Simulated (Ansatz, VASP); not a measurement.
One calculation of KMgF3, two programs

Contents of INCAR:

```
  PREC = Accurate
  ENCUT = 520
  EDIFF = 1E-6
  ISMEAR = 0
  SIGMA = 0.05
  LREAL = F
  LASPH = T
  NELM = 100
  ALGO = Normal
  ISIF = 2
  LWAVE = F
  LCHARG = F
  GGA = PS
  NBANDS = 24
```

KPOINTS

```
regular mesh
0
Gamma
  6 6 6
```

Contents of POSCAR:

```
KMgF3
1.0
    3.9859000000      0.0000000000      0.0000000000
    0.0000000000      3.9859000000      0.0000000000
    0.0000000000      0.0000000000      4.0456885000
K Mg F
1 1 3
Direct
    0.5000000000      0.5000000000      0.5000000000
    0.0000000000      0.0000000000      0.0000000000
    0.5000000000      0.0000000000      0.0000000000
    0.0000000000      0.5000000000      0.0000000000
    0.0000000000      0.0000000000      0.5000000000
```

Input for Ansatz:

```yaml
crystal:
  lattice:
    - [3.9859, 0.0, 0.0]
    - [0.0, 3.9859, 0.0]
    - [0.0, 0.0, 4.0456885]
  atoms:
    - { symbol: K, position: [0.5, 0.5, 0.5] }
    - { symbol: Mg, position: [0.0, 0.0, 0.0] }
    - { symbol: F, position: [0.5, 0.0, 0.0] }
    - { symbol: F, position: [0.0, 0.5, 0.0] }
    - { symbol: F, position: [0.0, 0.0, 0.5] }
basis:
  ecutwfc: 420
kpoints:
  mp_grid: { grid: [6, 6, 6] }
hamiltonian:
  xc: pbesol
scf:
  occupations: { method: gaussian, width: 0.05 }
output:
  forces: true
  stress: true
  eigenvalues: true
```

Change from the starting cell: strain +0.000 along x and y, +0.015 along z, atoms carried along.

Alike in both runs: task single point; functional PBEsol; k mesh 6 × 6 × 6; occupations gaussian, width 0.05 eV; no spin polarisation.

|  | VASP | Ansatz |
| --- | --- | --- |
| version | VASP 6.6.1 | Ansatz 0.2.0 |
| potentials or method | VASP PAW PBE potentials, release 64 (K_sv, Mg, F), cutoff 520 eV | scalar-relativistic, plane waves, PAW |
| valence electrons in the cell | 32 | 40 |

```csv
,VASP,Ansatz,Ansatz less VASP
gap on the k mesh at the Fermi level (eV),7.01,7.03,+0.023
least direct gap on the mesh (eV),7.34,7.36,+0.022
pressure (GPa),-1.1,-0.7,+0.40
"traceless stress, the component that is largest in VASP (GPa)",-0.91,-0.91,-0.003
```

VASP's potentials were made for PBE, not for PBEsol. VASP's potentials hold 32 valence electrons a cell and Ansatz's 40, so a difference there can come from the potentials and not from the codes.
